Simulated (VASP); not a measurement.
Here is a VASP 6.6.1 calculation.

Contents of INCAR:

```
PREC = Accurate
ENCUT = 520
EDIFF = 1E-7
ISMEAR = -1
SIGMA = 0.05
LREAL = F
LASPH = T
NELM = 100
ALGO = Normal
ISIF = 2
LWAVE = F
LCHARG = F
GGA = PE
NBANDS = 16
```

Contents of KPOINTS:

```
Automatic mesh
0
Gamma
  8 8 8
```

Contents of POSCAR:

```
Si
1.0
   -3.3031251995      3.3031251995      1.9094833541
    3.3031251995     -3.3031251995      1.9094833541
    3.3031251995      3.3031251995     -1.9094833541
Si
4
Direct
    0.8211989400      0.1788010600      0.0000000000
    0.1788010600      0.8211989400      0.0000000000
    0.8211989400      0.8211989400      0.6423978800
    0.1788010600      0.1788010600      0.3576021200
```

Potentials or basis: VASP PAW PBE potentials, release 64 (Si).

The run is started by

```bash
$ cat potpaw_PBE.64/Si/POTCAR > POTCAR
$ mpirun -np 1 vasp_std > vasp.out
```

**Question.** Predict the largest force.

**Answer.** 0.021 eV/Å.

**Question.** Predict the pressure.

**Answer.** 3.1 GPa.

**Question.** What does it give for the band gap on the k mesh?

**Answer.** 0.26 eV, indirect (least direct gap 0.36 eV).

Forces on the atoms (eV/Å):
```
Si   0.015 -0.015  0.000
Si  -0.015  0.015  0.000
Si  -0.015 -0.015  0.000
Si   0.015  0.015  0.000
```

 A k mesh can miss the band edges.
